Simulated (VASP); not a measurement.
# Ag (Fd-3m) in VASP: a series of runs

The runs below take Ag through relaxation of cell and atoms, with LDA.

Program: VASP 6.6.1. These are calculated values, not measurements. Logs are shortened: lines on timing, memory, paths and dates and some standing lists are left out, and cuts for length are marked.

## 1. The cell of the first run

It takes space group Fd-3m (No. 227, cubic). The conventional cell has a = 4.379 Å, b = 4.379 Å, c = 4.379 Å, α = 90.00°, β = 90.00°, γ = 90.00°. Within 2.5 Å of Ag (site symmetry -43m) lie 4 Ag at 1.90 Å.

This isn't the form of Ag at room conditions, which is fcc.

## 2. Relaxation of cell and atoms, LDA, target pressure 280 GPa, at which the enthalpy is minimised

The input, INCAR:

```
SYSTEM = Ag
ALGO = Normal
EDIFF = 1E-7
EDIFFG = -0.005
ENCUT = 500
GGA = CA
GGA_COMPAT = .False.
IBRION = 2
ISIF = 3
ISMEAR = -1
LASPH = .True.
LCHARG = .False.
LREAL = .False.
LWAVE = .False.
NELM = 120
NELMIN = 4
NSW = 60
PREC = Accurate
PSTRESS = 2800.0
SIGMA = 0.05
```

The input, KPOINTS:

```
k-points
0
Gamma
  14 14 14
  0 0 0
```

The input, POSCAR:

```
Ag
1.0
    0.0000000000      2.1896725322      2.1896725322
    2.1896725322      0.0000000000      2.1896725322
    2.1896725322      2.1896725322      0.0000000000
Ag
2
Direct
   -0.1250000000     -0.1250000000     -0.1250000000
    0.1250000000      0.1250000000      0.1250000000
```

Potentials or basis: VASP PAW LDA potentials, release 64 (Ag).

Command:

```sh
$ cat potpaw_LDA.64/Ag/POTCAR > POTCAR
$ mpirun -np 1 vasp_std > vasp.out
```

OUTCAR:

```text
SYSTEM = Ag
   EDIFF = 1E-7
   EDIFFG = -0.005
   ENCUT = 500
   GGA = CA
   IBRION = 2
   ISIF = 3
   ISMEAR = -1
   LASPH = .True.
   LREAL = .False.
   NELM = 120
   NELMIN = 4
   NSW = 60
   PREC = Accurate
   PSTRESS = 2800.0

 ion  position               nearest neighbor table
   1  0.875  0.875  0.875-   2 1.90   2 1.90   2 1.90   2 1.90
   2  0.125  0.125  0.125-   1 1.90   1 1.90   1 1.90   1 1.90

  LATTYP: Found a face centered cubic cell.
 ALAT       =     4.3793450644

  Lattice vectors:

 A1 = (   0.0000000000,   2.1896725322,   2.1896725322)
 A2 = (   2.1896725322,   0.0000000000,   2.1896725322)
 A3 = (   2.1896725322,   2.1896725322,   0.0000000000)

Analysis of symmetry for initial positions (statically):
=====================================================================
 Subroutine PRICEL returns:
 Original cell was already a primitive cell.

 Routine SETGRP: Setting up the symmetry group for a
 face centered cubic supercell.

 Subroutine GETGRP returns: Found 48 space group operations
 (whereof 12 operations were pure point group operations)
 out of a pool of 48 trial point group operations.

The static configuration has the point symmetry D_3d.
 The point group associated with its full space group is O_h .

Analysis of symmetry for dynamics (positions and initial velocities):
=====================================================================
 Subroutine PRICEL returns:
 Original cell was already a primitive cell.

 Routine SETGRP: Setting up the symmetry group for a
 face centered cubic supercell.

 Subroutine GETGRP returns: Found 48 space group operations
 (whereof 12 operations were pure point group operations)
 out of a pool of 48 trial point group operations.

The dynamic configuration has the point symmetry D_3d.
 The point group associated with its full space group is O_h .

 Subroutine INISYM returns: Found 48 space group operations
 (whereof 12 operations are pure point group operations),
 and found     1 'primitive' translations

----------------------------------------------------------------------------------------

                                     Primitive cell

  volume of cell :      20.9975

  direct lattice vectors                    reciprocal lattice vectors
     0.000000000  2.189672532  2.189672532    -0.228344646  0.228344646  0.228344646
     2.189672532  0.000000000  2.189672532     0.228344646 -0.228344646  0.228344646
     2.189672532  2.189672532  0.000000000     0.228344646  0.228344646 -0.228344646

  length of vectors
     3.096664592  3.096664592  3.096664592     0.395504529  0.395504529  0.395504529

  position of ions in fractional coordinates (direct lattice)
     0.875000000  0.875000000  0.875000000
[... 104 lines left out ...]
   LHFCALC =     F    Hartree Fock is set to
   AEXX    =    0.0000 exact exchange contribution
   IVDW    =     0    specifies the selected vdW correction
   LEPSILON=     F    determine dielectric tensor
   LRPA    =     F    only Hartree local field effects (RPA)
 conjugate gradient relaxation of ions
 non-spin polarized calculation
  energy-cutoff  :      500.00
  volume of cell :       21.00
 maximum number of plane-waves:       545
   NGX = 11   NGY = 11   NGZ = 11

--------------------------------------- Ionic step        1  -------------------------------------------

 number of electron      22.0000002 magnetization

 Free energy of the ion-electron system (eV)
  ---------------------------------------------------
  ext. energy  EPLUGINS =         0.00000000
  ---------------------------------------------------
  free energy    TOTEN  =        13.74208876 eV

  energy without entropy =       13.74633065  energy(sigma->0) =       13.74420971

------------------------ aborting loop because EDIFF is reached ----------------------------------------

  FORCE on cell =-STRESS in cart. coord.  units (eV):
  Direction    XX          YY          ZZ          XY          YZ          ZX
  --------------------------------------------------------------------------------------
  -------------------------------------------------------------------------------------
  Total       59.7729636     59.7729636     59.7729636      0.0000000     -0.0000000      0.0000000
  in kB     4560.8717936   4560.8717936   4560.8717936      0.0000000     -0.0000000      0.0000000
  external PRESSURE =    1760.8717936 kB  Pullay stress =    2800.0000000 kB
[... 25 lines left out ...]
--------------------------------------- Ionic step        2  -------------------------------------------

 number of electron      21.9999924 magnetization

 E-fermi :   0.5135     XC(G=0):  -8.0010

 val. band max:        0.4907434402   @ k =  -0.4286   0.5000   0.0714
 cond. band min:       0.5630359326   @ k =   0.5000   0.0714   0.0000
 fundamental gap:      0.0722924924
 Fermi energy:         0.5135486676

 k-point     1 :       0.0000    0.0000    0.0000
  band No.  band energies     occupation
      1      -3.4018      2.00000
      2      -3.4018      2.00000
      3      -3.4018      2.00000
      4      -3.3414      2.00000
      5      -3.3414      2.00000
      6      -3.1310      2.00000
      7      -2.5551      2.00000
      8      -2.5551      2.00000
      9      -2.5551      2.00000
     10      -2.2607      2.00000
     11      -2.2607      2.00000
     12       7.3518      0.00000
     13       7.3518      0.00000
     14       7.3518      0.00000
[... 486 lines left out ...]
  energy  without entropy=        0.1727445786  energy(sigma->0) =        0.17009030

  enthalpy is  TOTEN    =        51.0795971515 eV   P V=       50.9121611367

[... ionic steps 4 to 12 ...]

--------------------------------------- Ionic step       13  -------------------------------------------

 number of electron      22.0000010 magnetization

------------------------ aborting loop because EDIFF is reached ----------------------------------------
[... 71 lines left out ...]
--------------------------------------- Ionic step       15  -------------------------------------------

 number of electron      22.0000010 magnetization

 Free energy of the ion-electron system (eV)
  ---------------------------------------------------
  ext. energy  EPLUGINS =         0.00000000
  ---------------------------------------------------
  free energy    TOTEN  =         6.19603481 eV

  energy without entropy =        6.20020056  energy(sigma->0) =        6.19811768

 E-fermi :  15.0716     XC(G=0): -14.3045

 val. band max:       15.0184338475   @ k =   0.5000   0.0000   0.0000
 cond. band min:      15.0895573151   @ k =  -0.4286   0.2143   0.0714
 fundamental gap:      0.0711234676
 Fermi energy:        15.0716133450

 k-point     1 :       0.0000    0.0000    0.0000
  band No.  band energies     occupation
      1       3.9942      2.00000
      2       4.1434      2.00000
      3       4.1434      2.00000
      4       5.1275      2.00000
      5       5.1275      2.00000
      6       5.1275      2.00000
      7       9.1563      2.00000
      8       9.1563      2.00000
      9       9.1563      2.00000
     10      12.2452      2.00000
     11      12.2452      2.00000
     12      28.1722      0.00000
     13      28.4091      0.00000
     14      28.4091      0.00000
[... 448 lines left out ...]
  energy  without entropy=        6.2002005562  energy(sigma->0) =        6.19811768

  enthalpy is  TOTEN    =        48.7461949207 eV   P V=       42.5501601154

 reached required accuracy - stopping structural energy minimisation
```

It took 1.8 min on 1 thread of Intel Xeon Platinum 8488C (Sapphire Rapids), shared host; peak memory 0.15 GiB.

What came out:

```yaml
Free_energy: 6.1960 eV
Relaxed_volume: 12.17 Å³/atom
Relaxed_cell: a = 3.253 Å, b = 3.253 Å, c = 3.253 Å, α = 60.00°, β = 60.00°, γ = 60.00°
Space_group_after_relaxing_to_0.1_Å: Fd-3m (No. 227)
Energy_change_on_relaxing_the_run_minimises_the_enthalpy: -3773.0 meV/atom
Ionic_steps: 15
Pressure_after_relaxing: 280.0 GPa
Band_gap_on_the_k_mesh: zero (bands 11 and 12 overlap by 1.25 eV)
```

Step by step:
| step | energy change (eV) | largest force (eV/Å) | pressure (GPa) | volume (Å³) |
| --- | --- | --- | --- | --- |
| 1 | 0.0000 | 0.0000 | 456.09 | 21.00 |
| 2 | -17.1023 | 0.0000 | -24.68 | 79.20 |
| 3 | -13.5747 | 0.0000 | 139.92 | 29.13 |
| 4 | -8.0526 | 0.0000 | 268.19 | 24.64 |
| 5 | -7.5754 | 0.0000 | 279.32 | 24.36 |
| 6 | -7.4516 | 0.0000 | 282.20 | 24.29 |
| 7 | -7.4638 | 0.0000 | 281.92 | 24.30 |
| 8 | -7.5005 | 0.0000 | 281.06 | 24.32 |
| 9 | -7.5011 | 0.0000 | 281.05 | 24.32 |
| 10 | -7.5029 | 0.0000 | 281.01 | 24.32 |
| 11 | -7.5064 | 0.0000 | 280.93 | 24.32 |
| 12 | -7.5135 | 0.0000 | 280.77 | 24.33 |
| 13 | -7.5277 | 0.0000 | 280.43 | 24.34 |
| 14 | -7.5561 | 0.0000 | 279.77 | 24.35 |
| 15 | -7.5461 | 0.0000 | 279.99 | 24.35 |

Final structure:
```cif
data_structure
_symmetry_space_group_name_H-M 'P 1'
_symmetry_Int_Tables_number 1
_cell_length_a 3.2533
_cell_length_b 3.2533
_cell_length_c 3.2533
_cell_angle_alpha 60.000
_cell_angle_beta 60.000
_cell_angle_gamma 60.000
_cell_volume 24.35
loop_
_atom_site_label
_atom_site_type_symbol
_atom_site_fract_x
_atom_site_fract_y
_atom_site_fract_z
_atom_site_occupancy
Ag1 Ag 0.87500 0.87500 0.87500 1
Ag2 Ag 0.12500 0.12500 0.12500 1
```

Levels at points of the mesh, in eV from the Fermi level:
| k point | band 9 | band 10 | band 11 | band 12 | band 13 | band 14 |
| --- | --- | --- | --- | --- | --- | --- |
| (0.00, 0.00, 0.00) | -5.92 | -2.83 | -2.83 | 13.10 | 13.34 | 13.34 |
| (0.50, 0.00, 0.00) | -4.15 | -3.45 | -3.45 | -0.05 | 9.96 | 11.36 |
| (0.50, 0.50, 0.00) | -3.07 | -3.07 | 0.42 | 0.42 | 3.81 | 3.81 |

Caveat: the cell is relaxed towards a set pressure, so the run minimises the enthalpy, not the energy; the volume moved by over 15 % at a fixed basis, so the end points are rough; atoms lie so close that the PAW spheres overlap strongly, which falsifies energies and pressures.

## 3. Relaxation of cell and atoms, LDA, target pressure 280 GPa, at which the enthalpy is minimised

This run uses another cell than the first one, of 12.38 Å³/atom.

The input, INCAR:

```
SYSTEM = Ag
PREC     = Accurate       ! precision mode
ENCUT    = 500            ! plane-wave cutoff, eV
EDIFF    = 1E-7           ! SCF threshold, eV
ISMEAR   = -1             ! smearing method
SIGMA    = 0.05           ! smearing width, eV
LREAL    = .FALSE.        ! projectors in reciprocal space
LASPH    = .TRUE.         ! aspherical terms in the spheres
NELM     = 120            ! most SCF steps
ALGO     = Normal         ! electronic algorithm
ISIF     = 3              ! what is computed and relaxed
LWAVE    = .FALSE.        ! write WAVECAR
LCHARG   = .FALSE.        ! write CHGCAR
IBRION   = 2              ! ionic algorithm
NSW      = 32             ! ionic steps
EDIFFG   = -0.005         ! ionic threshold
PSTRESS  = 2800.0       
GGA_COMPAT= .FALSE.      
NELMIN   = 4
```

The input, KPOINTS:

```
regular mesh
0
G
  14 14 14
  0 0 0
```

The input, POSCAR:

```
Ag
1.0
    0.0000000000      2.3133153042      2.3133153042
    2.3133153042      0.0000000000      2.3133153042
    2.3133153042      2.3133153042      0.0000000000
Ag
2
Direct
   -0.1250000000     -0.1250000000     -0.1250000000
    0.1250000000      0.1250000000      0.1250000000
```

Potentials or basis: VASP PAW LDA potentials, release 64 (Ag).

Command:

```sh
$ cat potpaw_LDA.64/Ag/POTCAR > POTCAR
$ mpirun -np 1 vasp_std > vasp.out
```

Run time: 60 s. Hardware: 1 thread of Intel Xeon Platinum 8488C (Sapphire Rapids), shared host; peak memory 0.15 GiB.

Results (log left out):

- Free energy: 6.1973 eV
- Relaxed volume: 12.17 Å³/atom
- Relaxed cell: a = 3.253 Å, b = 3.253 Å, c = 3.253 Å, α = 60.00°, β = 60.00°, γ = 60.00°
- Space group after relaxing (to 0.1 Å): Fd-3m (No. 227)
- Energy change on relaxing (the run minimises the enthalpy): +350.5 meV/atom
- Ionic steps: 7
- Pressure after relaxing: 280.0 GPa
- Band gap on the k mesh: zero (bands 11 and 12 overlap by 1.25 eV)

The path:
```
step  energy change (eV)  largest force (eV/Å)  pressure (GPa)  volume (Å³)
   1              0.0000                0.0000          263.70        24.76
   2              9.6675                0.0000          489.33        20.51
   3              0.6299                0.0000          278.34        24.39
   4              0.6965                0.0000          279.90        24.35
   5              0.7108                0.0000          280.23        24.34
   6              0.6238                0.0000          278.19        24.39
   7              0.7009                0.0000          280.00        24.35
```

Final structure:
```xyz
2
Lattice="0.0000 2.3004 2.3004 2.3004 0.0000 2.3004 2.3004 2.3004 0.0000" Properties=species:S:1:pos:R:3 pbc="T T T"
Ag    4.0257    4.0257    4.0257
Ag    0.5751    0.5751    0.5751
```

Levels at points of the mesh, in eV from the Fermi level:
| k point | band 8 | band 9 | band 10 | band 11 | band 12 | band 13 | band 14 | band 15 |
| --- | --- | --- | --- | --- | --- | --- | --- | --- |
| (0.00, 0.00, 0.00) | -5.92 | -5.92 | -2.83 | -2.83 | 13.10 | 13.34 | 13.34 | 13.34 |
| (0.50, 0.00, 0.00) | -5.02 | -4.15 | -3.45 | -3.45 | -0.05 | 9.96 | 11.36 | 11.36 |
| (0.50, 0.50, 0.00) | -6.31 | -3.07 | -3.07 | 0.42 | 0.42 | 3.81 | 3.81 | 11.85 |

Caveat: the cell is relaxed towards a set pressure, so the run minimises the enthalpy, not the energy; atoms lie so close that the PAW spheres overlap strongly, which falsifies energies and pressures.

The gap in the log of VASP goes by the Fermi energy; the results here count the filled bands.